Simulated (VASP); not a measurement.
Y2TaN3:

```
Y Ta N
1.0
     3.49996    0.00000    0.00000
    -1.74998    3.03105    0.00000
     0.00000    0.00000    8.35911
Y Ta N
2 1 3
Direct
  0.33333 0.66667 0.67558
  0.66667 0.33333 0.32442
  0.00000 0.00000 0.00000
  0.00000 0.00000 0.50000
  0.33333 0.66667 0.17808
  0.66667 0.33333 0.82191
```

The cell was built from a structure type or drawn by symmetry, and may not be a known phase.

- Program: VASP 6.6.1
- Task: relaxation of cell and atoms
- Functional: PBE
- Potentials or basis: VASP PAW PBE potentials, release 64 (Y_sv, Ta_pv, N)
- Cutoff: 600 eV
- k mesh: 6 × 6 × 2
- Occupations: gaussian, width 0.1 eV
- Spin: no spin polarisation

At the start: pressure -18.2 GPa; volume 14.78 Å³/atom.

**Question.** How do energy, volume and symmetry change on relaxing?

**Answer.** Over 9 steps the energy falls by 292.3 meV/atom and the volume is 12.99 Å³/atom (-12.1 %); space group P-3m1 (No. 164, to 0.1 Å) before and after.

The path:
```csv
step,energy change (eV),largest force (eV/Å),pressure (GPa),volume (Å³)
1,0.0000,2.9680,-18.15,88.68
2,-0.5934,2.0849,33.73,68.86
3,-1.1762,2.6508,5.89,76.13
4,-1.6791,0.8225,1.81,77.19
5,-1.7022,1.0643,1.30,77.50
6,-1.7482,0.0424,-2.13,78.76
7,-1.7499,0.1311,-1.61,78.55
8,-1.7497,0.1401,1.80,77.31
9,-1.7541,0.0155,0.04,77.93
```

Final structure:
```cif
data_structure
_symmetry_space_group_name_H-M 'P 1'
_symmetry_Int_Tables_number 1
_cell_length_a 3.3098
_cell_length_b 3.3098
_cell_length_c 8.2144
_cell_angle_alpha 90.000
_cell_angle_beta 90.000
_cell_angle_gamma 120.000
_cell_volume 77.93
loop_
_atom_site_label
_atom_site_type_symbol
_atom_site_fract_x
_atom_site_fract_y
_atom_site_fract_z
_atom_site_occupancy
Y1 Y 0.33333 0.66667 0.67348 1
Y2 Y 0.66667 0.33333 0.32652 1
Ta1 Ta 0.00000 0.00000 0.00000 1
N1 N 0.00000 0.00000 0.50000 1
N2 N 0.33333 0.66667 0.14257 1
N3 N 0.66667 0.33333 0.85743 1
```

Caveat: the k points lie up to 0.38 Å⁻¹ apart in the final cell, too coarse for converged energies and pressures of a metal.
